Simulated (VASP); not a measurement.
# HfZr2S6 (P-31m) in VASP: further runs

HfZr2S6 is run at these levels: PBE; tasks: relaxation of cell and atoms, single point.

All numbers are computed with VASP 6.6.1; they aren't measurements. Logs are shortened: lines on timing, memory, paths and dates and some standing lists are left out, and cuts for length are marked.

## 1. The cell of the first run

The structure is trigonal, space group P-31m (No. 162). The conventional cell has a = 6.201 Å, b = 6.201 Å, c = 5.859 Å, α = 90.00°, β = 90.00°, γ = 120.00°. Within 3.3 Å of Zr (site symmetry 32) lie 6 S at 2.49 Å. Within 3.3 Å of Hf (site symmetry -3m) lie 6 S at 2.49 Å. S (site symmetry m) has 1 Hf at 2.49 Å and 2 Zr at 2.49 Å within 3.3 Å.

## 2. Relaxation of cell and atoms, PBE

The input, INCAR:

```
ALGO = Normal
EDIFF = 1E-6
EDIFFG = -0.04
ENCUT = 600
GGA = PE
IBRION = 2
ISIF = 3
ISMEAR = 0
LASPH = True
LCHARG = False
LREAL = False
LWAVE = False
NELM = 100
NSW = 90
PREC = Accurate
SIGMA = 0.1
```

The input, KPOINTS:

```
k-points
0
Gamma
  3 3 4
```

The input, POSCAR:

```
HfZr2S6
1.0
    6.2010660800      0.0000000000      0.0000000000
   -3.1005330400      5.3702807600      0.0000000000
    0.0000000000      0.0000000000      5.8591019500
Zr Hf S
2 1 6
Direct
    0.6666666700      0.3333333300      0.0000000000
    0.3333333300      0.6666666700      0.0000000000
    0.0000000000      0.0000000000      0.0000000000
    0.3333333300      0.3333333300      0.7620900300
    0.0000000000      0.6666666700      0.7620900300
    0.6666666700      0.0000000000      0.7620900300
    0.0000000000      0.3333333300      0.2379099700
    0.6666666700      0.6666666700      0.2379099700
    0.3333333300      0.0000000000      0.2379099700
```

Potentials or basis: VASP PAW PBE potentials, release 64 (Zr_sv, Hf_pv, S).

Started as:

```sh
cat potpaw_PBE.64/Zr_sv/POTCAR potpaw_PBE.64/Hf_pv/POTCAR potpaw_PBE.64/S/POTCAR > POTCAR
mpirun -np 1 vasp_std > vasp.out
```

OUTCAR:

```text
EDIFF = 1E-6
   EDIFFG = -0.04
   ENCUT = 600
   GGA = PE
   IBRION = 2
   ISIF = 3
   ISMEAR = 0
   LASPH = True
   LREAL = False
   NELM = 100
   NSW = 90
   PREC = Accurate

 ion  position               nearest neighbor table
   1  0.667  0.333  0.000-   7 2.49   6 2.49   5 2.49   9 2.49   4 2.49   8 2.49   3 3.58   2 3.58
                             2 3.58   3 3.58   3 3.58   2 3.58
   2  0.333  0.667  0.000-   5 2.49   9 2.49   7 2.49   6 2.49   8 2.49   4 2.49   3 3.58   1 3.58
                             1 3.58   3 3.58   3 3.58   1 3.58
   3  0.000  0.000  0.000-   6 2.49   9 2.49   4 2.49   7 2.49   8 2.49   5 2.49   1 3.58   2 3.58
                             1 3.58   2 3.58   1 3.58   2 3.58
   4  0.333  0.333  0.762-   3 2.49   1 2.49   2 2.49
   5  0.000  0.667  0.762-   2 2.49   3 2.49   1 2.49
   6  0.667  0.000  0.762-   3 2.49   1 2.49   2 2.49
   7  0.000  0.333  0.238-   1 2.49   3 2.49   2 2.49
   8  0.667  0.667  0.238-   3 2.49   2 2.49   1 2.49
   9  0.333  0.000  0.238-   3 2.49   2 2.49   1 2.49

  LATTYP: Found a hexagonal cell.
 ALAT       =     6.2010660800
 C/A-ratio  =     0.9448539774

  Lattice vectors:

 A1 = (   6.2010660800,   0.0000000000,   0.0000000000)
 A2 = (  -3.1005330400,   5.3702807600,   0.0000000000)
 A3 = (   0.0000000000,   0.0000000000,   5.8591019500)

Analysis of symmetry for initial positions (statically):
=====================================================================
 Subroutine PRICEL returns:
 Original cell was already a primitive cell.

 Routine SETGRP: Setting up the symmetry group for a
 hexagonal supercell.

 Subroutine GETGRP returns: Found 12 space group operations
 (whereof 12 operations were pure point group operations)
 out of a pool of 24 trial point group operations.

The static configuration has the point symmetry D_3d.

Analysis of symmetry for dynamics (positions and initial velocities):
=====================================================================
 Subroutine PRICEL returns:
 Original cell was already a primitive cell.

 Routine SETGRP: Setting up the symmetry group for a
 hexagonal supercell.

 Subroutine GETGRP returns: Found 12 space group operations
 (whereof 12 operations were pure point group operations)
 out of a pool of 24 trial point group operations.

The dynamic configuration has the point symmetry D_3d.

 Subroutine INISYM returns: Found 12 space group operations
 (whereof 12 operations are pure point group operations),
 and found     1 'primitive' translations

----------------------------------------------------------------------------------------

                                     Primitive cell

  volume of cell :     195.1167

  direct lattice vectors                    reciprocal lattice vectors
     6.201066080  0.000000000  0.000000000     0.161262594  0.093105002  0.000000000
    -3.100533040  5.370280760  0.000000000     0.000000000  0.186210004  0.000000000
     0.000000000  0.000000000  5.859101950     0.000000000  0.000000000  0.170674620

  length of vectors
     6.201066080  6.201066084  5.859101950     0.186210004  0.186210004  0.170674620

  position of ions in fractional coordinates (direct lattice)
     0.666666670  0.333333330  0.000000000
     0.333333330  0.666666670  0.000000000
     0.000000000  0.000000000  0.000000000
     0.333333330  0.333333330  0.762090030
     0.000000000  0.666666670  0.762090030
     0.666666670  0.000000000  0.762090030
     0.000000000  0.333333330  0.237909970
     0.666666670  0.666666670  0.237909970
     0.333333330  0.000000000  0.237909970

  ion indices of the primitive-cell ions
   primitive index   ion index
                 1           1
                 2           2
                 3           3
                 4           4
                 5           5
                 6           6
                 7           7
                 8           8
                 9           9

----------------------------------------------------------------------------------------

 KPOINTS: k-points

Automatic generation of k-mesh.
 Grid dimensions read from file:
 generate k-points for:    3    3    4

 Generating k-lattice:

  Cartesian coordinates                     Fractional coordinates (reciprocal lattice)
     0.053754198  0.031035001  0.000000000     0.333333333  0.000000000  0.000000000
     0.000000000  0.062070001  0.000000000     0.000000000  0.333333333  0.000000000
     0.000000000  0.000000000  0.042668655     0.000000000  0.000000000  0.250000000

  Length of vectors
     0.062070001  0.062070001  0.042668655

  Shift w.r.t. Gamma in fractional coordinates (k-lattice)
     0.000000000  0.000000000  0.000000000

 Subroutine IBZKPT returns following result:
 ===========================================

 Found     10 irreducible k-points:

 Following reciprocal coordinates:
            Coordinates               Weight
  0.000000  0.000000  0.000000      1.000000
  0.333333  0.000000  0.000000      6.000000
  0.333333  0.333333  0.000000      2.000000
  0.000000  0.000000  0.250000      2.000000
  0.333333  0.000000  0.250000     12.000000
  0.333333  0.333333  0.250000      2.000000
 -0.333333 -0.333333  0.250000      2.000000
  0.000000  0.000000  0.500000      1.000000
  0.333333  0.000000  0.500000      6.000000
  0.333333  0.333333  0.500000      2.000000
   k-points           NKPTS =     10   k-points in BZ     NKDIM =     10   number of bands    NBANDS=     42
   number of dos      NEDOS =    301   number of ions     NIONS =      9
   total plane-waves  NPLWV = 120000
   dimension x,y,z NGX =    50 NGY =   50 NGZ =   48
   dimension x,y,z NGXF=   100 NGYF=  100 NGZF=   96
   ions per type =               2   1   6
   NGX,Y,Z   is equivalent  to a cutoff of  13.40, 13.40, 13.62 a.u.
   NGXF,Y,Z  is equivalent  to a cutoff of  26.81, 26.81, 27.24 a.u.
 SYSTEM =  unknown system
   PREC   = accura    normal or accurate (medium, high low for compatibility)
   ISTART =      0    job   : 0-new  1-cont  2-samecut
   ICHARG =      2    charge: 1-file 2-atom 10-const
   ISPIN  =      1    spin polarized calculation?
   LNONCOLLINEAR =      F non collinear calculations
   LSORBIT =      F    spin-orbit coupling
   LASPH  =      T    aspherical Exc in radial PAW
   ENCUT  =  600.0 eV  44.10 Ry    6.64 a.u.  12.39 12.39 11.70*2*pi/ulx,y,z
   NELM   =    100;   NELMIN=  2; NELMDL= -5     # of ELM steps
   EDIFF  = 0.1E-05   stopping-criterion for ELM
   LREAL  =      F    real-space projection
   EDIFFG = -.4E-01   stopping-criterion for IOM
   NSW    =     90    number of steps for IOM
   IBRION =      2    ionic relax: 0-MD 1-quasi-New 2-CG
   NFREE  =      1    steps in history (QN), initial steepest desc. (CG)
   ISIF   =      3    stress and relaxation
   ISYM   =      2    0-nonsym 1-usesym 2-fastsym
   POTIM  = 0.5000    time-step for ionic-motion
   TEBEG  =    0.0;   TEEND  =   0.0 temperature during run
   PSTRESS=    0.0 pullay stress
   NELECT =      70.0000    total number of electrons
   NUPDOWN=      -1.0000    fix difference up-down
   EMIN   =  10.00;   EMAX   =-10.00  energy-range for DOS
   EFERMI =   0.00;   METHOD = LEGACY
   ISMEAR =     0;   SIGMA  =   0.10  broadening in eV -4-tet -1-fermi 0-gaus
   EFERMI_NEDOS =   21; number of points for ismear=-14 and -15
   IALGO  =     38    algorithm
   IMIX   =      4    mixing-type and parameters
     AMIX     =   0.40;   BMIX     =  1.00
     AMIX_MAG =   1.60;   BMIX_MAG =  1.00
  volume/ion in A,a.u.               =      21.68       146.30
  Fermi-wavevector in a.u.,A,eV,Ry     =   1.163258  2.198239 18.410984  1.353169
  Thomas-Fermi vector in A             =   2.299810
   LORBIT       =      0    0 simple, 1 ext, 2 COOP (PROOUT), +10 PAW based schemes
   GGA     = PE    functional components
   LHFCALC =     F    Hartree Fock is set to
   AEXX    =    0.0000 exact exchange contribution
   IVDW    =     0    specifies the selected vdW correction
   LEPSILON=     F    determine dielectric tensor
   LRPA    =     F    only Hartree local field effects (RPA)
 conjugate gradient relaxation of ions
 non-spin polarized calculation
 Gauss-broadening in eV      SIGMA  =   0.10
  energy-cutoff  :      600.00
  volume of cell :      195.12
 maximum number of plane-waves:      6576
 NGX is ok and might be reduce to    50
   NGX = 25   NGY = 25   NGZ = 23

--------------------------------------- Ionic step        1  -------------------------------------------

 number of electron      70.0000001 magnetization

 Free energy of the ion-electron system (eV)
  ---------------------------------------------------
  ext. energy  EPLUGINS =         0.00000000
  ---------------------------------------------------
  free energy    TOTEN  =       -65.24697764 eV

  energy without entropy =      -65.24697764  energy(sigma->0) =      -65.24697764

------------------------ aborting loop because EDIFF is reached ----------------------------------------

  FORCE on cell =-STRESS in cart. coord.  units (eV):
  Direction    XX          YY          ZZ          XY          YZ          ZX
  --------------------------------------------------------------------------------------
  -------------------------------------------------------------------------------------
  Total       11.6133710     11.6133710     11.3711948      0.0000000      0.0000000      0.0000000
  in kB       95.3618082     95.3618083     93.3732069      0.0000000      0.0000000      0.0000000
  external PRESSURE =      94.6989412 kB  Pullay stress =       0.0000000 kB
[... 110 lines left out ...]
  FREE ENERGIE OF THE ION-ELECTRON SYSTEM (eV)
  ---------------------------------------------------
  free  energy   TOTEN  =       -65.7371897447 eV

  energy  without entropy=      -65.7371897447  energy(sigma->0) =      -65.73718974

 E-fermi :   3.7441     XC(G=0):  -9.0853

 val. band max:        3.1806914278   @ k =   0.0000   0.0000   0.0000
 cond. band min:       4.4123276440   @ k =   0.3333   0.3333   0.5000
 fundamental gap:      1.2316362162
 Fermi energy:         3.7440631324

 k-point     1 :       0.0000    0.0000    0.0000
  band No.  band energies     occupation
      1     -45.7704      2.00000
      2     -45.7571      2.00000
      3     -27.4507      2.00000
      4     -27.4485      2.00000
      5     -27.4485      2.00000
      6     -23.8459      2.00000
[... 439 lines left out ...]
     41       6.4685      0.00000
     42       6.8058      0.00000

[... ionic steps 4 to 14 ...]

--------------------------------------- Ionic step       15  -------------------------------------------

 number of electron      70.0000006 magnetization

------------------------ aborting loop because EDIFF is reached ----------------------------------------
[... 81 lines left out ...]
--------------------------------------- Ionic step       17  -------------------------------------------

 number of electron      70.0000009 magnetization

 Free energy of the ion-electron system (eV)
  ---------------------------------------------------
  ext. energy  EPLUGINS =         0.00000000
  ---------------------------------------------------
  free energy    TOTEN  =       -65.79967865 eV

  energy without entropy =      -65.79967865  energy(sigma->0) =      -65.79967865

 E-fermi :   3.5575     XC(G=0):  -8.9308

 val. band max:        2.9703540440   @ k =   0.0000   0.0000   0.0000
 cond. band min:       4.1960723251   @ k =   0.3333   0.3333   0.5000
 fundamental gap:      1.2257182811
 Fermi energy:         3.5574517160

 k-point     1 :       0.0000    0.0000    0.0000
  band No.  band energies     occupation
      1     -45.9529      2.00000
      2     -45.9389      2.00000
      3     -27.6202      2.00000
      4     -27.6202      2.00000
      5     -27.6195      2.00000
      6     -24.0383      2.00000
[... 475 lines left out ...]
  FREE ENERGIE OF THE ION-ELECTRON SYSTEM (eV)
  ---------------------------------------------------
  free  energy   TOTEN  =       -65.7996786529 eV

  energy  without entropy=      -65.7996786529  energy(sigma->0) =      -65.79967865

 reached required accuracy - stopping structural energy minimisation
```

Wall time 19 min (1 thread of Intel Xeon Platinum 8488C (Sapphire Rapids), shared host); peak memory 0.4 GiB.

Results:

| Item | Value |
| --- | --- |
| Free energy | -65.7997 eV |
| Relaxed volume | 25.22 Å³/atom |
| Relaxed cell | a = 6.355 Å, b = 6.355 Å, c = 6.488 Å, α = 90.00°, β = 90.00°, γ = 120.00° |
| Space group after relaxing (to 0.1 Å) | P-31m (No. 162) |
| Energy gained by relaxing | 61.4 meV/atom |
| Ionic steps | 17 |
| Pressure after relaxing | 0.1 GPa |
| Largest force after relaxing | 0.017 eV/Å |
| Band gap on the k mesh | 1.23 eV (least direct gap 1.78 eV) |

Forces on the atoms (eV/Å):
```
Zr   0.000  0.000  0.000
Zr   0.000  0.000  0.000
Hf   0.000  0.000  0.000
S   -0.007 -0.013 -0.007
S   -0.007  0.013 -0.007
S    0.015  0.000 -0.007
S    0.007 -0.013  0.007
S    0.007  0.013  0.007
S   -0.015  0.000  0.007
```

Step by step:
```csv
step,energy change (eV),largest force (eV/Å),pressure (GPa),volume (Å³)
1,0.0000,1.1600,9.47,195.12
2,0.3839,1.4459,-8.91,233.58
3,-0.4902,0.1973,-0.14,210.39
4,-0.4907,0.1798,0.07,209.97
5,-0.4905,0.1692,0.23,209.67
6,-0.4992,0.1132,0.24,210.22
7,-0.5080,0.1077,0.28,211.42
8,-0.5144,0.1323,-0.12,213.30
9,-0.5187,0.2024,-0.91,217.29
10,-0.5200,0.1983,-0.90,217.51
11,-0.5235,0.1846,-0.86,218.18
12,-0.5298,0.1588,-0.79,219.51
13,-0.5391,0.1149,-0.63,222.16
14,-0.5459,0.1189,-0.24,227.48
15,-0.5487,0.0975,-0.04,227.10
16,-0.5508,0.0749,0.35,226.38
17,-0.5527,0.0166,0.13,226.96
```

Final structure:
```
Zr Hf S
1.0
     6.35526    0.00000    0.00000
    -3.17763    5.50381    0.00000
     0.00000    0.00000    6.48849
Zr Hf S
2 1 6
Direct
  0.66667 0.33333 0.00000
  0.33333 0.66667 0.00000
  0.00000 0.00000 0.00000
  0.33075 0.33075 0.77697
  0.00000 0.66925 0.77697
  0.66925 0.00000 0.77697
  0.00000 0.33075 0.22303
  0.66925 0.66925 0.22303
  0.33075 0.00000 0.22303
```

Levels at points of the mesh, in eV from the valence-band top:
```csv
k point,band 32,band 33,band 34,band 35,band 36,band 37,band 38,band 39
"(0.00, 0.00, 0.00)",-1.42,-0.29,0.00,0.00,1.78,1.78,2.32,2.34
"(0.00, 0.00, 0.50)",-1.63,-1.30,-0.04,-0.04,1.77,1.77,2.39,2.48
```

Caveat: the volume moved by over 15 % at a fixed basis, so the end points are rough; spin-orbit coupling is left out, which moves the levels of the heavy elements; an odd mesh through Γ misses points on the zone boundary, where band edges can lie; this functional lacks dispersion, which binds the layers, so the pressure and a relaxed spacing across them are unreliable.

[end of part 1 of 2]
